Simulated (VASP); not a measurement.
The system is NaSrI3.

```
Na Sr I
1.0
     6.61371    0.00000    0.00000
     0.00000    6.61371    0.00000
     0.00000    0.00000    6.61371
Na Sr I
1 1 3
Direct
  0.00000 0.00000 0.00000
  0.50000 0.50000 0.50000
  0.50000 0.50000 0.00000
  0.50000 0.00000 0.50000
  0.00000 0.50000 0.50000
```

| Item | Value |
| --- | --- |
| Program | VASP 6.6.1 |
| Task | relaxation of cell and atoms |
| Functional | PBEsol |
| Potentials or basis | VASP PAW PBE potentials, release 64 (Na_pv, Sr_sv, I) |
| Cutoff | 500 eV |
| k mesh | 4 × 4 × 4 |
| Occupations | fermi-dirac, width 0.03 eV |
| Spin | no spin polarisation |

At the start: pressure -1.5 GPa; volume 57.86 Å³/atom.

Task: Where does the relaxation end?

Result: Over 4 steps the energy falls by 41.4 meV/atom and the volume is 50.12 Å³/atom (-13.4 %); space group Pm-3m (No. 221, to 0.1 Å) before and after.

Step by step:
```
step  energy change (eV)  largest force (eV/Å)  pressure (GPa)  volume (Å³)
   1              0.0000                0.0000           -1.51       289.29
   2             -0.1643                0.0000           -0.80       267.03
   3             -0.2067                0.0000           -0.09       252.32
   4             -0.2071                0.0000            0.01       250.62
```

Final structure:
```
Na Sr I
1.0
     6.30482    0.00000    0.00000
     0.00000    6.30482    0.00000
     0.00000    0.00000    6.30482
Na Sr I
1 1 3
Direct
  0.00000 0.00000 0.00000
  0.50000 0.50000 0.50000
  0.50000 0.50000 0.00000
  0.50000 0.00000 0.50000
  0.00000 0.50000 0.50000
```

Caveat: the PAW data sets were made with another functional, which shifts forces and pressure a little.
